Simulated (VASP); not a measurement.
The system is Ga.

```xyz
1
Lattice="-1.5636 1.5636 1.5636 1.5636 -1.5636 1.5636 1.5636 1.5636 -1.5636" Properties=species:S:1:pos:R:3 pbc="T T T"
Ga    0.0000    0.0000    0.0000
```

This cell differs from its parent crystal: Al replaced by Ga, lengths x 1.005, strained.

Base run:

* Program: VASP 6.6.1
* Functional: PBEsol
* Potentials or basis: VASP PAW PBE potentials, release 64 (Ga_d)
* Cutoff: 520 eV
* k mesh: 18 × 18 × 18
* Occupations: gaussian, width 0.1 eV
* Spin: no spin polarisation

Its results: band gap on the k mesh zero (an odd number of electrons rules out a gap without spin polarisation); pressure 14.2 GPa.

Q: The run is repeated on the same cell with these changes: k mesh from 18 × 18 × 18 to 8 × 8 × 8; further incar settings from ALGO = Normal; EDIFF = 1e-07; NBANDS = 12 to ALGO = Fast; EDIFF = 1e-06; NBANDS = 12. What comes out?

A: Band gap on the k mesh zero (an odd number of electrons rules out a gap without spin polarisation); pressure 13.8 GPa.

Caveats: the cell stands under pressure; the PAW data sets were made with another functional, which shifts forces and pressure a little.
